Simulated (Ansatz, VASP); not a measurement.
**One calculation of CsH, two programs**

Contents of INCAR:

```
SYSTEM = CsH
  PREC = Accurate
  ENCUT = 520
  EDIFF = 1E-6
  ISMEAR = 0
  SIGMA = 0.05
  LREAL = .FALSE.
  LASPH = .TRUE.
  NELM = 150
  ALGO = Normal
  ISIF = 2
  LWAVE = .FALSE.
  LCHARG = .FALSE.
  LNONCOLLINEAR = .TRUE.
  MAGMOM = 0 0 0 0 0 0
  LORBIT = 11
  LSORBIT = .TRUE.
  GGA_COMPAT = .FALSE.
  LORBMOM = .TRUE.
  GGA = PS
  NBANDS = 22
```

KPOINTS

```
Automatic mesh
0
G
  4 4 4
  0 0 0
```

The input POSCAR:

```
CsH
1.0
    0.0000000000      3.2566110014      3.2566110014
    3.2566110014      0.0000000000      3.2566110014
    3.2566110014      3.2566110014      0.0000000000
Cs H
1 1
Direct
    0.0000000000      0.0000000000      0.0000000000
    0.2500000000      0.2500000000      0.2500000000
```

Input for Ansatz:

```yaml
crystal:
  lattice:
    - [0.0, 3.2566110014, 3.2566110014]
    - [3.2566110014, 0.0, 3.2566110014]
    - [3.2566110014, 3.2566110014, 0.0]
  atoms:
    - { symbol: Cs, position: [0.0, 0.0, 0.0] }
    - { symbol: H, position: [0.25, 0.25, 0.25] }
basis:
  ecutwfc: 420
kpoints:
  mp_grid: { grid: [4, 4, 4] }
hamiltonian:
  xc: pbesol
scf:
  occupations: { method: gaussian, width: 0.05 }
output:
  forces: true
  stress: true
  eigenvalues: true
magnetization:
  noncollinear: true
  spin_orbit: true
```

Alike in both runs: task single point; functional PBEsol; k mesh 4 × 4 × 4; occupations gaussian, width 0.05 eV; non-collinear spin, spin-orbit coupling.

```csv
,VASP,Ansatz
version,VASP 6.6.1,Ansatz 0.2.0
potentials or method,"VASP PAW PBE potentials, release 64 (Cs_sv, H), cutoff 520 eV","plane waves, PAW"
valence electrons in the cell,10,10
```

```tsv
	VASP	Ansatz	Ansatz less VASP
pressure (GPa)	1.4	1.4	-0.01
net moment per atom (μB)	0.00	0.00	0.000
```

VASP's potentials were made for PBE, not for PBEsol.

The k mesh is coarse, so the values compare programs but aren't converged.
